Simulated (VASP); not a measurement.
Set up this calculation in VASP 6.6.1, as the native input.

```yaml
Task: single point
Functional: PBEsol
Potentials_or_basis: VASP PAW PBE potentials, release 64 (Ca_sv)
Cutoff: 520 eV
k_mesh: 11 × 11 × 6
Occupations: fermi-dirac, width 0.05 eV
Spin: no spin polarisation
Dipole_correction: no
Further_INCAR_settings: ALGO = Normal; EDIFF = 1e-06; NBANDS = 17
```

The structure of Ca lies in POSCAR:

```
Ca
1.0
    3.1971400701      0.0000000000      0.0000000000
   -1.5985700351      2.7688045202      0.0000000000
    0.0000000000      0.0000000000      5.3456541730
Ca
2
Direct
    0.3333333333      0.6666666667      0.2500000000
    0.6666666667      0.3333333333      0.7500000000
```

This isn't the form of Ca at room conditions, which is fcc.

One way to write it, as run:

INCAR

```
PREC = Accurate ; ENCUT = 520
EDIFF = 1E-6 ; ISMEAR = -1
SIGMA = 0.05 ; LREAL = F
LASPH = T ; NELM = 100
ALGO = Normal ; ISIF = 2
LWAVE = F ; LCHARG = F
GGA = PS ; NBANDS = 17
```

KPOINTS

```
regular mesh
0
Gamma
  11 11 6
```

Potentials or basis: VASP PAW PBE potentials, release 64 (Ca_sv).

Run with:

```bash
$ cat potpaw_PBE.64/Ca_sv/POTCAR > POTCAR
$ mpirun -np 1 vasp_std > vasp.out
```

Results of the run:

* Pressure: 21.0 GPa
* Band gap on the k mesh: zero (bands 10 and 11 overlap by 0.47 eV)

Caveat: the cell stands under pressure; the PAW data sets were made with another functional, which shifts forces and pressure a little.

It took 19 s on 1 thread of AMD EPYC 9R45 96-Core Processor (Zen 5) (shared host), peak memory 0.15 GiB.
